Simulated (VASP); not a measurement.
ZrC, 2 atoms in the cell. Symmetry: Fm-3m, No. 225, cubic system. Conventional cell: a = 4.730 Å, b = 4.730 Å, c = 4.730 Å, α = 90.00°, β = 90.00°, γ = 90.00°. Within 3.1 Å of Zr (site symmetry m-3m) lie 6 C at 2.37 Å. Within 3.1 Å of C (site symmetry m-3m) lie 6 Zr at 2.37 Å. 

```yaml
Program: VASP 6.6.1
Task: relaxation of cell and atoms
Functional: RPBE
Dispersion: D3(BJ)
Potentials_or_basis: VASP PAW PBE potentials, release 64 (Zr_sv, C)
Cutoff: 600 eV
k_mesh: 10 × 10 × 10
Occupations: fermi-dirac, width 0.05 eV
Spin: no spin polarisation
Dipole_correction: no
Further_INCAR_settings: ALGO = Normal; EDIFF = 1e-07; IBRION = 2; EDIFFG = -0.01; NSW = 60; ISIF = 3
```

Potentials or basis: VASP PAW PBE potentials, release 64 (Zr_sv, C).

The run is started by

```bash
$ cat potpaw_PBE.64/Zr_sv/POTCAR potpaw_PBE.64/C/POTCAR > POTCAR
$ mpirun -np 1 vasp_std > vasp.out
```

Hardware: 1 thread of Intel(R) Xeon(R) 6975P-C (Granite Rapids) (shared host).

Problem. Estimate the wall time of this run.

Solution. Run time: 41 s on 1 thread of Intel(R) Xeon(R) 6975P-C (Granite Rapids), with other jobs on the host, peak memory 0.19 GiB. Counts: scf iterations 57, k points 47, ion steps 5.
